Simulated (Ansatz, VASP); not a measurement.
**AgS: VASP beside Ansatz**

File INCAR:

```
PREC = Accurate
ENCUT = 520
EDIFF = 1E-6
ISMEAR = 0
SIGMA = 0.1
LREAL = F
LASPH = T
NELM = 60
ALGO = Normal
ISIF = 2
LWAVE = F
LCHARG = F
GGA = PE
NBANDS = 16
```

Contents of KPOINTS:

```
Automatic mesh
0
Gamma
  18 18 18
```

The input POSCAR:

```
AgS
1.0
    0.0000000000      2.5875197257      2.5875197257
    2.5875197257      0.0000000000      2.5875197257
    2.5875197257      2.5875197257      0.0000000000
Ag S
1 1
Direct
    0.0000000000      0.0000000000      0.0000000000
    0.5000000000      0.5000000000      0.5000000000
```

Input for Ansatz:

```yaml
crystal:
  lattice:
    - [0.0, 2.5875197257, 2.5875197257]
    - [2.5875197257, 0.0, 2.5875197257]
    - [2.5875197257, 2.5875197257, 0.0]
  atoms:
    - { symbol: Ag, position: [0.0, 0.0, 0.0] }
    - { symbol: S, position: [0.5, 0.5, 0.5] }
basis:
  ecutwfc: 420
kpoints:
  mp_grid: { grid: [18, 18, 18] }
hamiltonian:
  xc: pbe
scf:
  occupations: { method: gaussian, width: 0.1 }
output:
  forces: true
  stress: true
  eigenvalues: true
```

Alike in both runs: task single point; functional PBE; k mesh 18 × 18 × 18; occupations gaussian, width 0.1 eV; no spin polarisation.

```csv
,VASP,Ansatz
version,VASP 6.6.1,Ansatz 0.2.0
potentials or method,"VASP PAW PBE potentials, release 64 (Ag, S), cutoff 520 eV","scalar-relativistic, plane waves, PAW"
valence electrons in the cell,17,25
```

```tsv
	VASP	Ansatz	Ansatz less VASP
gap on the k mesh at the Fermi level (eV)	none	none	-
pressure (GPa)	5.8	6.1	+0.21
```

A gap of «none» marks a metal or a gap that the smearing closes. VASP's potentials hold 17 valence electrons a cell and Ansatz's 25, so a difference there can come from the potentials and not from the codes.
